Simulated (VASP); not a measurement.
# La2Ir (P-3m1) in VASP: a series of runs

La2Ir is run at these levels: PBE; tasks: single point.

Program: VASP 6.6.1. These are calculated values, not measurements. Logs are shortened: lines on timing, memory, paths and dates and some standing lists are left out, and cuts for length are marked.

**1. The cell of the first run**

The structure is trigonal, space group P-3m1 (No. 164). The conventional cell has a = 3.660 Å, b = 3.660 Å, c = 6.382 Å, α = 90.00°, β = 90.00°, γ = 120.00°. Within 3.4 Å of La (site symmetry 3m) lie 3 Ir at 2.56 Å. Within 3.4 Å of Ir (site symmetry -3m) lie 6 La at 2.56 Å.

The cell was generated, and may not be a known phase.

**2. Single point, PBE**

The input, INCAR:

```
  PREC = Accurate
  ENCUT = 520
  EDIFF = 1E-7
  ISMEAR = 0
  SIGMA = 0.1
  LREAL = False
  LASPH = True
  NELM = 80
  ALGO = Normal
  ISIF = 2
  LWAVE = False
  LCHARG = False
  GGA = PE
  NBANDS = 22
```

The input, KPOINTS:

```
Automatic mesh
0
Gamma
  6 6 4
```

The input, POSCAR:

```
La2Ir
1.0
    3.6597119200      0.0000000000      0.0000000000
   -1.8298559600      3.1694034900      0.0000000000
    0.0000000000      0.0000000000      6.3817105000
La Ir
2 1
Direct
    0.3333333300      0.6666666700      0.2271585000
    0.6666666700      0.3333333300      0.7728415000
    0.0000000000      0.0000000000      0.0000000000
```

Potentials or basis: VASP PAW PBE potentials, release 64 (La, Ir).

Started as:

```bash
cat potpaw_PBE.64/La/POTCAR potpaw_PBE.64/Ir/POTCAR > POTCAR
mpirun -np 1 vasp_std > vasp.out
```

OUTCAR:

```text
PREC = Accurate
   ENCUT = 520
   EDIFF = 1E-7
   ISMEAR = 0
   LREAL = False
   LASPH = True
   NELM = 80
   ISIF = 2
   GGA = PE

 ion  position               nearest neighbor table
   1  0.333  0.667  0.227-   3 2.56   3 2.56   3 2.56   2 3.59   2 3.59   2 3.59
   2  0.667  0.333  0.773-   3 2.56   3 2.56   3 2.56   1 3.59   1 3.59   1 3.59
   3  0.000  0.000  0.000-   1 2.56   2 2.56   1 2.56   2 2.56   2 2.56   1 2.56

  LATTYP: Found a hexagonal cell.
 ALAT       =     3.6597119200
 C/A-ratio  =     1.7437740018

  Lattice vectors:

 A1 = (   3.6597119200,   0.0000000000,   0.0000000000)
 A2 = (  -1.8298559600,   3.1694034900,   0.0000000000)
 A3 = (   0.0000000000,   0.0000000000,   6.3817105000)

Analysis of symmetry for initial positions (statically):
=====================================================================
 Subroutine PRICEL returns:
 Original cell was already a primitive cell.

 Routine SETGRP: Setting up the symmetry group for a
 hexagonal supercell.

 Subroutine GETGRP returns: Found 12 space group operations
 (whereof 12 operations were pure point group operations)
 out of a pool of 24 trial point group operations.

The static configuration has the point symmetry D_3d.

Analysis of symmetry for dynamics (positions and initial velocities):
=====================================================================
 Subroutine PRICEL returns:
 Original cell was already a primitive cell.

 Routine SETGRP: Setting up the symmetry group for a
 hexagonal supercell.

 Subroutine GETGRP returns: Found 12 space group operations
 (whereof 12 operations were pure point group operations)
 out of a pool of 24 trial point group operations.

The dynamic configuration has the point symmetry D_3d.

 Subroutine INISYM returns: Found 12 space group operations
 (whereof 12 operations are pure point group operations),
 and found     1 'primitive' translations

----------------------------------------------------------------------------------------

                                     Primitive cell

  volume of cell :      74.0221

  direct lattice vectors                    reciprocal lattice vectors
     3.659711920  0.000000000  0.000000000     0.273245551  0.157758393  0.000000000
    -1.829855960  3.169403490  0.000000000     0.000000000  0.315516785  0.000000000
     0.000000000  0.000000000  6.381710500     0.000000000  0.000000000  0.156697801

  length of vectors
     3.659711920  3.659711917  6.381710500     0.315516785  0.315516785  0.156697801

  position of ions in fractional coordinates (direct lattice)
     0.333333330  0.666666670  0.227158500
     0.666666670  0.333333330  0.772841500
     0.000000000  0.000000000  0.000000000

  ion indices of the primitive-cell ions
   primitive index   ion index
                 1           1
                 2           2
                 3           3

----------------------------------------------------------------------------------------

 KPOINTS: Automatic mesh

Automatic generation of k-mesh.
 Grid dimensions read from file:
 generate k-points for:    6    6    4

 Generating k-lattice:

  Cartesian coordinates                     Fractional coordinates (reciprocal lattice)
     0.045540925  0.026293065  0.000000000     0.166666667 -0.000000000  0.000000000
     0.000000000  0.052586131  0.000000000     0.000000000  0.166666667  0.000000000
     0.000000000  0.000000000  0.039174450     0.000000000  0.000000000  0.250000000

  Length of vectors
     0.052586131  0.052586131  0.039174450

  Shift w.r.t. Gamma in fractional coordinates (k-lattice)
     0.000000000  0.000000000  0.000000000

 Subroutine IBZKPT returns following result:
 ===========================================

 Found     24 irreducible k-points:

 Following reciprocal coordinates:
            Coordinates               Weight
  0.000000  0.000000  0.000000      1.000000
  0.166667  0.000000  0.000000      6.000000
  0.333333  0.000000  0.000000      6.000000
  0.500000  0.000000  0.000000      3.000000
  0.166667  0.166667  0.000000      6.000000
  0.333333  0.166667  0.000000     12.000000
[... 16 lines left out ...]
  0.333333  0.166667  0.500000     12.000000
  0.333333  0.333333  0.500000      2.000000
   k-points           NKPTS =     24   k-points in BZ     NKDIM =     24   number of bands    NBANDS=     22
   number of dos      NEDOS =    301   number of ions     NIONS =      3
   total plane-waves  NPLWV =  37632
   dimension x,y,z NGX =    28 NGY =   28 NGZ =   48
   dimension x,y,z NGXF=    56 NGYF=   56 NGZF=   96
   ions per type =               2   1
   NGX,Y,Z   is equivalent  to a cutoff of  12.72, 12.72, 12.50 a.u.
   NGXF,Y,Z  is equivalent  to a cutoff of  25.44, 25.44, 25.01 a.u.
 SYSTEM =  unknown system
   PREC   = accura    normal or accurate (medium, high low for compatibility)
   ISTART =      0    job   : 0-new  1-cont  2-samecut
   ICHARG =      2    charge: 1-file 2-atom 10-const
   ISPIN  =      1    spin polarized calculation?
   LNONCOLLINEAR =      F non collinear calculations
   LSORBIT =      F    spin-orbit coupling
   LASPH  =      T    aspherical Exc in radial PAW
   ENCUT  =  520.0 eV  38.22 Ry    6.18 a.u.   6.80  6.80 11.87*2*pi/ulx,y,z
   NELM   =     80;   NELMIN=  2; NELMDL= -5     # of ELM steps
   EDIFF  = 0.1E-06   stopping-criterion for ELM
   LREAL  =      F    real-space projection
   EDIFFG = 0.1E-05   stopping-criterion for IOM
   NSW    =      0    number of steps for IOM
   IBRION =     -1    ionic relax: 0-MD 1-quasi-New 2-CG
   NFREE  =      0    steps in history (QN), initial steepest desc. (CG)
   ISIF   =      2    stress and relaxation
   ISYM   =      2    0-nonsym 1-usesym 2-fastsym
   POTIM  = 0.5000    time-step for ionic-motion
   TEBEG  =    0.0;   TEEND  =   0.0 temperature during run
   PSTRESS=    0.0 pullay stress
   NELECT =      31.0000    total number of electrons
   NUPDOWN=      -1.0000    fix difference up-down
   EMIN   =  10.00;   EMAX   =-10.00  energy-range for DOS
   EFERMI =   0.00;   METHOD = LEGACY
   ISMEAR =     0;   SIGMA  =   0.10  broadening in eV -4-tet -1-fermi 0-gaus
   EFERMI_NEDOS =   21; number of points for ismear=-14 and -15
   IALGO  =     38    algorithm
   IMIX   =      4    mixing-type and parameters
     AMIX     =   0.40;   BMIX     =  1.00
     AMIX_MAG =   1.60;   BMIX_MAG =  1.00
  volume/ion in A,a.u.               =      24.67       166.51
  Fermi-wavevector in a.u.,A,eV,Ry     =   1.224827  2.314588 20.411489  1.500202
  Thomas-Fermi vector in A             =   2.359888
   LORBIT       =      0    0 simple, 1 ext, 2 COOP (PROOUT), +10 PAW based schemes
   GGA     = PE    functional components
   LHFCALC =     F    Hartree Fock is set to
   AEXX    =    0.0000 exact exchange contribution
   IVDW    =     0    specifies the selected vdW correction
   LEPSILON=     F    determine dielectric tensor
   LRPA    =     F    only Hartree local field effects (RPA)
 non-spin polarized calculation
 Gauss-broadening in eV      SIGMA  =   0.10
  energy-cutoff  :      520.00
  volume of cell :       74.02
 maximum number of plane-waves:      2019
 NGX is ok and might be reduce to    28
   NGX = 13   NGY = 13   NGZ = 23

 number of electron      31.0000000 magnetization

 Free energy of the ion-electron system (eV)
  ---------------------------------------------------
  ext. energy  EPLUGINS =         0.00000000
  ---------------------------------------------------
  free energy    TOTEN  =       -17.36651429 eV

  energy without entropy =      -17.35251259  energy(sigma->0) =      -17.35951344

 E-fermi :  10.2025     XC(G=0): -10.8449

 val. band max:       10.1958626299   @ k =   0.3333   0.1667   0.5000
 cond. band min:      10.2156042573   @ k =   0.3333   0.0000   0.0000
 fundamental gap:      0.0197416274
 Fermi energy:        10.2024661037

 k-point     1 :       0.0000    0.0000    0.0000
  band No.  band energies     occupation
      1     -22.2125      2.00000
      2     -21.9105      2.00000
      3      -7.1973      2.00000
      4      -5.8813      2.00000
      5      -5.8813      2.00000
      6      -5.3999      2.00000
[... 14 lines left out ...]
     21      12.5488      0.00000
     22      12.8653      0.00000

 k-point     2 :       0.1667    0.0000    0.0000
  band No.  band energies     occupation
      1     -22.1377      2.00000
      2     -21.8955      2.00000
      3      -7.0361      2.00000
      4      -6.1819      2.00000
      5      -5.9029      2.00000
      6      -5.7696      2.00000
[... 14 lines left out ...]
     21      12.7555      0.00000
     22      12.7720      0.00000

 k-point     3 :       0.3333    0.0000    0.0000
  band No.  band energies     occupation
      1     -21.9805      2.00000
      2     -21.8682      2.00000
      3      -6.9411      2.00000
      4      -6.5662      2.00000
      5      -6.3442      2.00000
      6      -5.9333      2.00000
[... 14 lines left out ...]
     21      12.7387      0.00000
     22      12.7845      0.00000

 k-point     4 :       0.5000    0.0000    0.0000
  band No.  band energies     occupation
      1     -21.8843      2.00000
      2     -21.8694      2.00000
      3      -7.2500      2.00000
      4      -6.6760      2.00000
      5      -6.0666      2.00000
      6      -6.0135      2.00000
[... 14 lines left out ...]
     21      12.7976      0.00000
     22      12.8337      0.00000

 k-point     5 :       0.1667    0.1667    0.0000
  band No.  band energies     occupation
      1     -22.0217      2.00000
      2     -21.8738      2.00000
      3      -6.8451      2.00000
      4      -6.4320      2.00000
      5      -6.2877      2.00000
      6      -6.0112      2.00000
[... 14 lines left out ...]
     21      12.7749      0.00000
     22      12.9122      0.00000

 k-point     6 :       0.3333    0.1667    0.0000
  band No.  band energies     occupation
      1     -21.8969      2.00000
      2     -21.8572      2.00000
      3      -7.0510      2.00000
      4      -6.6006      2.00000
      5      -6.2117      2.00000
      6      -6.1416      2.00000
[... 14 lines left out ...]
     21      12.7217      0.00000
     22      12.8158      0.00000

 k-point     7 :       0.3333    0.3333    0.0000
  band No.  band energies     occupation
      1     -21.8531      2.00000
      2     -21.8531      2.00000
      3      -6.8831      2.00000
      4      -6.5594      2.00000
      5      -6.5594      2.00000
      6      -6.0976      2.00000
[... 324 lines left out ...]
      6      -5.9405      2.00000
[... 14 lines left out ...]
     21      12.7877      0.00000
     22      12.9530      0.00000

 k-point    21 :       0.5000    0.0000    0.5000
  band No.  band energies     occupation
      1     -21.8964      2.00000
      2     -21.8571      2.00000
      3      -7.2869      2.00000
      4      -6.8162      2.00000
      5      -6.0270      2.00000
      6      -5.9701      2.00000
[... 14 lines left out ...]
     21      12.7840      0.00000
     22      12.8138      0.00000

 k-point    22 :       0.1667    0.1667    0.5000
  band No.  band energies     occupation
      1     -21.9967      2.00000
      2     -21.8997      2.00000
      3      -6.8230      2.00000
      4      -6.5974      2.00000
      5      -6.0567      2.00000
      6      -5.9725      2.00000
[... 14 lines left out ...]
     21      12.8842      0.00000
     22      12.9007      0.00000

 k-point    23 :       0.3333    0.1667    0.5000
  band No.  band energies     occupation
      1     -21.8899      2.00000
      2     -21.8640      2.00000
      3      -7.0820      2.00000
      4      -6.7356      2.00000
      5      -6.1613      2.00000
      6      -6.0135      2.00000
[... 14 lines left out ...]
     21      12.7840      0.00000
     22      12.9690      0.00000

 k-point    24 :       0.3333    0.3333    0.5000
  band No.  band energies     occupation
      1     -21.8531      2.00000
      2     -21.8531      2.00000
      3      -6.8089      2.00000
      4      -6.6534      2.00000
      5      -6.6534      2.00000
      6      -6.1892      2.00000
[... 14 lines left out ...]
     21      13.0094      0.00000
     22      13.0104      0.00000

------------------------ aborting loop because EDIFF is reached ----------------------------------------

  FORCE on cell =-STRESS in cart. coord.  units (eV):
  Direction    XX          YY          ZZ          XY          YZ          ZX
  --------------------------------------------------------------------------------------
  -------------------------------------------------------------------------------------
  Total       20.8379049     20.8379049     16.5616515     -0.0000000     -0.0000000      0.0000000
  in kB      451.0275843    451.0275834    358.4698982     -0.0000000     -0.0000000      0.0000000
  external PRESSURE =     420.1750220 kB  Pullay stress =       0.0000000 kB

 VOLUME and BASIS-vectors are now :
 -----------------------------------------------------------------------------
  energy-cutoff  :      520.00
  volume of cell :       74.02
      direct lattice vectors                 reciprocal lattice vectors
     3.659711920  0.000000000  0.000000000     0.273245551  0.157758393  0.000000000
    -1.829855960  3.169403490  0.000000000     0.000000000  0.315516785  0.000000000
     0.000000000  0.000000000  6.381710500     0.000000000  0.000000000  0.156697801

 POSITION                                       TOTAL-FORCE (eV/Angst)
 -----------------------------------------------------------------------------------
     -0.00000      2.11294      1.44966        -0.000000      0.000000      5.297937
      1.82986      1.05647      4.93205         0.000000      0.000000     -5.297937
      0.00000      0.00000      0.00000         0.000000      0.000000      0.000000
 -----------------------------------------------------------------------------------
    total drift:                                0.000000      0.000000      0.000000

  FREE ENERGIE OF THE ION-ELECTRON SYSTEM (eV)
  ---------------------------------------------------
  free  energy   TOTEN  =       -17.3665142941 eV

  energy  without entropy=      -17.3525125868  energy(sigma->0) =      -17.35951344
```

It took 51 s on 1 thread of Intel Xeon 6975P-C (Granite Rapids), shared host; peak memory 0.21 GiB.

What came out:

* Free energy: -17.3665 eV
* Pressure: 42.0 GPa
* Largest force: 5.298 eV/Å
* Band gap on the k mesh: zero (an odd number of electrons rules out a gap without spin polarisation)

Forces in eV/Å, atoms in the order of the input:
```
La   0.000  0.000  5.298
La   0.000  0.000 -5.298
Ir   0.000  0.000  0.000
```

Stress tensor (GPa, compression positive):
```
45.10  0.00  0.00
 0.00 45.10  0.00
 0.00  0.00 35.85
```

Caveat: the stress differs along the axes, from 36 to 45 GPa; spin-orbit coupling is left out, which moves the levels of the heavy elements; forces of over 1 eV/Å act on the atoms, so gaps and moduli don't describe the material at rest.

**3. Single point, PBE**

This run uses another cell than the first one, of 35.11 Å³/atom.

The input, INCAR:

```
SYSTEM = La2Ir
PREC = Accurate ; ENCUT = 520
EDIFF = 1E-6 ; ISMEAR = -1
SIGMA = 0.15 ; LREAL = .FALSE.
LASPH = .TRUE. ; NELM = 100
ALGO = Fast ; ISIF = 2
LWAVE = .FALSE. ; LCHARG = .FALSE.
GGA = PE ; NBANDS = 22
```

The input, KPOINTS:

```
regular mesh
0
G
  12 12 8
  0 0 0
```

The input, POSCAR:

```
La2Ir
1.0
    4.2604404779      0.0000000000      0.0000000000
   -2.1302202390      3.6896496852      0.0000000000
    0.0000000000      0.0000000000      6.7010116165
La Ir
2 1
Direct
    0.3333333333      0.6666666667      0.2236600911
    0.6666666667      0.3333333333      0.7763399089
    0.0000000000      0.0000000000      0.0000000000
```

Potentials or basis: VASP PAW PBE potentials, release 64 (La, Ir).

Started as:

```bash
cat potpaw_PBE.64/La/POTCAR potpaw_PBE.64/Ir/POTCAR > POTCAR
mpirun -np 1 vasp_std > vasp.out
```

OUTCAR:

```text
SYSTEM = La2Ir
   PREC = Accurate
   ENCUT = 520
   EDIFF = 1E-6
   ISMEAR = -1
   LREAL = .FALSE.
   LASPH = .TRUE.
   NELM = 100
   ISIF = 2
   GGA = PE

 ion  position               nearest neighbor table
   1  0.333  0.667  0.224-   3 2.88   3 2.88   3 2.88
   2  0.667  0.333  0.776-   3 2.88   3 2.88   3 2.88
   3  0.000  0.000  0.000-   1 2.88   2 2.88   2 2.88   1 2.88   2 2.88   1 2.88

  LATTYP: Found a hexagonal cell.
 ALAT       =     4.2604404779
 C/A-ratio  =     1.5728447918
[... 793 lines left out ...]

  FORCE on cell =-STRESS in cart. coord.  units (eV):
  Direction    XX          YY          ZZ          XY          YZ          ZX
  --------------------------------------------------------------------------------------
  -------------------------------------------------------------------------------------
  Total       -0.0294143     -0.0294143     -0.0358245      0.0000000      0.0000000      0.0000000
  in kB       -0.4473929     -0.4473929     -0.5448930      0.0000000      0.0000000      0.0000000
  external PRESSURE =      -0.4798930 kB  Pullay stress =       0.0000000 kB

 VOLUME and BASIS-vectors are now :
 -----------------------------------------------------------------------------
  energy-cutoff  :      520.00
  volume of cell :      105.34
      direct lattice vectors                 reciprocal lattice vectors
     4.260440478  0.000000000  0.000000000     0.234717515  0.135514220  0.000000000
    -2.130220239  3.689649685  0.000000000     0.000000000  0.271028440  0.000000000
     0.000000000  0.000000000  6.701011616     0.000000000  0.000000000  0.149231199

 POSITION                                       TOTAL-FORCE (eV/Angst)
 -----------------------------------------------------------------------------------
     -0.00000      2.45977      1.49875        -0.000000      0.000000      0.000149
      2.13022      1.22988      5.20226         0.000000     -0.000000     -0.000149
      0.00000      0.00000      0.00000         0.000000      0.000000      0.000000
 -----------------------------------------------------------------------------------
    total drift:                               -0.000000      0.000000      0.000000

  FREE ENERGIE OF THE ION-ELECTRON SYSTEM (eV)
  ---------------------------------------------------
  free  energy   TOTEN  =       -20.5544380919 eV

  energy  without entropy=      -20.3619793339  energy(sigma->0) =      -20.45820871
```

Wall time 7.6 min (1 thread of Intel Xeon 6975P-C (Granite Rapids), shared host); peak memory 0.49 GiB.

What came out:

```yaml
Free_energy: -20.5544 eV
Pressure: 0.0 GPa
Band_gap_on_the_k_mesh: zero (an odd number of electrons rules out a gap without spin polarisation)
```

Caveat: spin-orbit coupling is left out, which moves the levels of the heavy elements.
